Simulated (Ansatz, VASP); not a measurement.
**Ca in VASP and in Ansatz**

```
Ca
1.0
     3.44720    0.00000    0.00000
     0.00000    3.44720    0.00000
     0.00000    0.00000    3.58509
Ca
1
Direct
  0.00000 0.00000 0.00000
```

Change from the starting cell: strain +0.0400 x Voigt [0, 0, 1, 0, 0, 0], atoms carried along.

Alike in both runs: task single point; functional PBEsol; k mesh 18 × 18 × 18; occupations gaussian, width 0.15 eV; no spin polarisation.

|  | VASP | Ansatz |
| --- | --- | --- |
| version | VASP 6.6.1 | Ansatz 0.2.0 |
| potentials or method | VASP PAW PBE potentials, release 64 (Ca_sv), cutoff 520 eV | scalar-relativistic, plane waves, PAW |
| valence electrons in the cell | 10 | 10 |

|  | VASP | Ansatz | Ansatz less VASP |
| --- | --- | --- | --- |
| gap on the k mesh at the Fermi level (eV) | none | none | - |
| pressure (GPa) | -0.3 | -0.3 | 0.00 |
| traceless stress, the component that is largest in VASP (GPa) | -1.40 | -1.40 | +0.004 |

VASP's potentials were made for PBE, not for PBEsol. A gap of «none» marks a metal or a gap that the smearing closes.
